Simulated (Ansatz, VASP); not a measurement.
**Two plane-wave programs on InTe4W**

```
CELL_PARAMETERS angstrom
8.85784 0.00000 0.00000
0.00000 8.85784 0.00000
0.00000 0.00000 2.91266
ATOMIC_POSITIONS crystal
In 0.00000 0.00000 0.50000
Te 0.33797 0.00000 0.00000
Te 0.66203 0.00000 0.00000
Te 0.00000 0.33797 0.00000
Te 0.00000 0.66203 0.00000
W 0.50000 0.50000 0.00000
```

Alike in both runs: functional PBE; k mesh 6 × 6 × 10; occupations gaussian, width 0.1 eV; no spin polarisation.

Ansatz relaxed the structure, and its values are those at the end. VASP's run is a single point on that final structure, the one shown.

```csv
,VASP,Ansatz
version,VASP 6.6.1,Ansatz 0.2.0
potentials or method,"VASP PAW PBE potentials, release 64 (In_d, Te, W_sv), cutoff 520 eV","scalar-relativistic, plane waves, PAW"
valence electrons in the cell,51,91
```

```csv
,VASP,Ansatz,Ansatz less VASP
gap on the k mesh at the Fermi level (eV),none,none,-
pressure (GPa),0.0,0.0,+0.01
```

A gap of «none» marks a metal or a gap that the smearing closes. VASP's potentials hold 51 valence electrons a cell and Ansatz's 91, so a difference there can come from the potentials and not from the codes.

Spin-orbit coupling is off throughout.
